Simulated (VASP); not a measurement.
# SbPt (P6_3/mmc) in VASP: further runs, part 2 of 2

VASP 6.6.1.

### 4 Electric field gradients, LDA (20.61 Å³/atom)

This run uses another cell than the first one, of 20.61 Å³/atom.

INCAR reads:

```
SYSTEM = SbPt
PREC     = Accurate       ! precision mode
ENCUT    = 430            ! plane-wave cutoff, eV
EDIFF    = 1E-8           ! SCF threshold, eV
ISMEAR   = -1             ! smearing method
SIGMA    = 0.08           ! smearing width, eV
LREAL    = .FALSE.        ! projectors in reciprocal space
LASPH    = .TRUE.         ! aspherical terms in the spheres
NELM     = 120            ! most SCF steps
ALGO     = Normal         ! electronic algorithm
ISIF     = 2              ! what is computed and relaxed
LWAVE    = .FALSE.        ! write WAVECAR
LCHARG   = .FALSE.        ! write CHGCAR
LEFG     = .TRUE.       
NBANDS   = 41             ! bands
GGA_COMPAT= .FALSE.
```

KPOINTS reads:

```
regular mesh
0
G
  11 11 8
  0 0 0
```

POSCAR reads:

```
SbPt
1.0
    4.1573496470      0.0000000000      0.0000000000
   -2.0786748235      3.6003704067      0.0000000000
    0.0000000000      0.0000000000      5.5082394667
Sb Pt
2 2
Direct
    0.3333333333      0.6666666667      0.2500000000
    0.6666666667      0.3333333333      0.7500000000
    0.0000000000      0.0000000000      0.0000000000
    0.0000000000      0.0000000000      0.5000000000
```

Potentials or basis: VASP PAW LDA potentials, release 64 (Sb_d_GW, Pt_sv_GW).

The run is started by

```console
$ cat potpaw_LDA.64/Sb_d_GW/POTCAR potpaw_LDA.64/Pt_sv_GW/POTCAR > POTCAR
$ mpirun -np 1 vasp_std > vasp.out
```

OUTCAR:

```text
SYSTEM = SbPt
   PREC = Accurate
   ENCUT = 430
   EDIFF = 1E-8
   ISMEAR = -1
   LREAL = .FALSE.
   LASPH = .TRUE.
   NELM = 120
   ISIF = 2

 ion  position               nearest neighbor table
   1  0.333  0.667  0.250-   3 2.77   4 2.77   3 2.77   4 2.77   3 2.77   4 2.77
   2  0.667  0.333  0.750-   3 2.77   4 2.77   3 2.77   4 2.77   3 2.77   4 2.77
   3  0.000  0.000  0.000-   4 2.75   4 2.75   1 2.77   2 2.77   1 2.77   2 2.77   2 2.77   1 2.77

   4  0.000  0.000  0.500-   3 2.75   3 2.75   1 2.77   2 2.77   1 2.77   2 2.77   2 2.77   1 2.77

  LATTYP: Found a hexagonal cell.
 ALAT       =     4.1573496470
 C/A-ratio  =     1.3249401504

  Lattice vectors:

 A1 = (   4.1573496470,   0.0000000000,   0.0000000000)
 A2 = (  -2.0786748235,   3.6003704067,   0.0000000000)
 A3 = (   0.0000000000,   0.0000000000,   5.5082394667)

Analysis of symmetry for initial positions (statically):
[... 1262 lines left out ...]
 POSITION                                       TOTAL-FORCE (eV/Angst)
 -----------------------------------------------------------------------------------
     -0.00000      2.40025      1.37706        -0.000000      0.000000      0.000000
      2.07867      1.20012      4.13118         0.000000     -0.000000      0.000000
      0.00000      0.00000      0.00000        -0.000000     -0.000000      0.000000
      0.00000      0.00000      2.75412         0.000000     -0.000000      0.000000
 -----------------------------------------------------------------------------------
    total drift:                                0.000000     -0.000000      0.000000

  FREE ENERGIE OF THE ION-ELECTRON SYSTEM (eV)
  ---------------------------------------------------
  free  energy   TOTEN  =       -25.9049494956 eV

  energy  without entropy=      -25.8628014475  energy(sigma->0) =      -25.88387547

 Electric field gradients (V/A^2)
---------------------------------------------------------------------
 ion       V_xx      V_yy      V_zz      V_xy      V_xz      V_yz
---------------------------------------------------------------------
   1      -7.518    -7.514    15.032     0.004     0.000    -0.000
   2      -7.518    -7.514    15.032     0.004    -0.000     0.000
   3      53.030    53.031  -106.061     0.001     0.000    -0.000
   4      53.030    53.031  -106.061     0.001    -0.000     0.000
---------------------------------------------------------------------

 Electric field gradients after diagonalization (V/A^2)
 (convention: |V_zz| > |V_xx| > |V_yy|)
----------------------------------------------------------------------
 ion       V_xx      V_yy      V_zz     asymmetry (V_yy - V_xx)/ V_zz
----------------------------------------------------------------------
   1      -7.521    -7.512    15.032       0.001
   2      -7.521    -7.512    15.032       0.001
   3      53.031    53.030  -106.061       0.000
   4      53.031    53.030  -106.061       0.000
----------------------------------------------------------------------

           NMR quadrupolar parameters

 Cq : quadrupolar parameter    Cq=e*Q*V_zz/h
 eta: asymmetry parameters     (V_yy - V_xx)/ V_zz
 Q  : nuclear electric quadrupole moment in mb (millibarn)
----------------------------------------------------------------------
 ion       Cq(MHz)       eta       Q (mb)
----------------------------------------------------------------------
   1       0.036       0.001       1.000
   2       0.036       0.001       1.000
   3      -0.256       0.000       1.000
   4      -0.256       0.000       1.000
----------------------------------------------------------------------
```

stdout:

```text
POSCAR found type information on POSCAR SbPt
 POSCAR found :  2 types and       4 ions
 scaLAPACK will be used
 LDA part: xc-table for (Slater(with rela. corr.)+CA(PZ))
 , standard interpolation
 POSCAR, INCAR and KPOINTS ok, starting setup
 FFT: planning ... GRIDC
 FFT: planning ... GRID_SOFT
 FFT: planning ... GRID
 WAVECAR not read
 entering main loop
ion   1

ion   2

ion   3

ion   4
```

Wall time 5.5 min (1 thread of Intel Xeon 6975P-C (Granite Rapids), shared host); peak memory 0.31 GiB.

Results:

```
Free energy                             : -25.9049 eV
Pressure                                : -4.1 GPa
Band gap on the k mesh                  : zero (bands 33 and 34 overlap by 3.87 eV)
Largest electric field gradient by atom : Sb +15.0; Pt -106.1 V/Å²
```

Stress tensor (GPa, compression positive):
```
-3.67  0.00  0.00
 0.00 -3.67  0.00
 0.00  0.00 -5.06
```

Electric field gradients, principal values (V/Å²):
```
atom   least  middle  greatest (by size)
1 Sb  -7.512  -7.521              15.032
2 Sb  -7.512  -7.521              15.032
3 Pt  53.030  53.031            -106.061
4 Pt  53.030  53.031            -106.061
```

Caveat: the cell stands under tension; without QUAD_EFG the Cq values of the log hold for a quadrupole moment of 1 mb, not for the nuclei; spin-orbit coupling is left out, which moves the levels of the heavy elements.

### 5 The runs side by side

| cell | gap on the mesh (eV) | pressure (GPa) |
| --- | --- | --- |
| a = 4.116, b = 4.116, c = 5.454 Å, angles 90.0, 90.0, 120.0°, 4 atoms | none | 0.2 |
| a = 4.130, b = 4.130, c = 5.417 Å, angles 90.0, 90.0, 120.0°, 4 atoms | none | 0.5 |
| a = 4.157, b = 4.157, c = 5.508 Å, angles 90.0, 90.0, 120.0°, 4 atoms | none | -4.1 |

Alike in all rows: task electric field gradients; level LDA; potentials or basis VASP PAW LDA potentials, release 64 (Sb_d_GW, Pt_sv_GW); no spin polarisation; k mesh 11 × 11 × 8; cutoff (eV) 430; smearing fermi-dirac 0.08 eV.

Caveats: spin-orbit coupling is left out, which moves the levels of the heavy elements; the cell stands under tension (at least some runs).

Total energies depend on the potentials used, so only differences within one code and one set of settings carry meaning.
